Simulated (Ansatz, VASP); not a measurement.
**BaH: VASP beside Ansatz**

File INCAR:

```
  ALGO = Normal
  EDIFF = 1E-7
  EDIFFG = -0.01
  ENCUT = 910
  GGA = PE
  GGA_COMPAT = F
  IBRION = 2
  ISIF = 3
  ISMEAR = 0
  LASPH = T
  LCHARG = F
  LREAL = F
  LWAVE = F
  NELM = 120
  NELMIN = 4
  NSW = 100
  PREC = Accurate
  SIGMA = 0.1
```

File KPOINTS:

```
k-points
0
Gamma
  20 20 20
```

POSCAR

```
BaH
1.0
   -2.0530091256      2.0530091256      2.8688571971
    2.0530091256     -2.0530091256      2.8688571971
    2.0530091256      2.0530091256     -2.8688571971
Ba H
1 1
Direct
    0.0000000000      0.0000000000      0.0000000000
    0.5000000000      0.5000000000      0.0000000000
```

Input for Ansatz:

```yaml
crystal:
  lattice:
    - [-2.0530091256, 2.0530091256, 2.8688571971]
    - [2.0530091256, -2.0530091256, 2.8688571971]
    - [2.0530091256, 2.0530091256, -2.8688571971]
  atoms:
    - { symbol: Ba, position: [0.0, 0.0, 0.0] }
    - { symbol: H, position: [0.5, 0.5, 0.0] }
basis:
  ecutwfc: 420
kpoints:
  mp_grid: { grid: [20, 20, 20] }
hamiltonian:
  xc: pbe
scf:
  occupations: { method: gaussian, width: 0.1 }
output:
  forces: true
  stress: true
  eigenvalues: true
relax:
  adjacent_minimum: "off"
  f_tol: 0.01
  max_steps: 80
  cell: { stress_tol: 0.05 }
```

Alike in both runs: task relaxation of cell and atoms; functional PBE; k mesh 20 × 20 × 20; occupations gaussian, width 0.1 eV; no spin polarisation.

|  | VASP | Ansatz |
| --- | --- | --- |
| version | VASP 6.6.1 | Ansatz 0.2.0 |
| potentials or method | VASP PAW PBE potentials, release 64 (Ba_sv, H_h), cutoff 910 eV | scalar-relativistic, plane waves, PAW |
| valence electrons in the cell | 11 | 11 |

|  | VASP | Ansatz | Ansatz less VASP |
| --- | --- | --- | --- |
| gap on the k mesh at the Fermi level, each at its own relaxed structure (eV) | none | none | - |
| relaxed volume (Å³/atom) | 24.91 | 24.51 | -0.405 |
| relaxed length of the cell vector where the two differ most in proportion (Å) | 4.130 | 4.108 | -0.0219 |

A gap of «none» marks a metal or a gap that the smearing closes.

Spin-orbit coupling is off throughout.
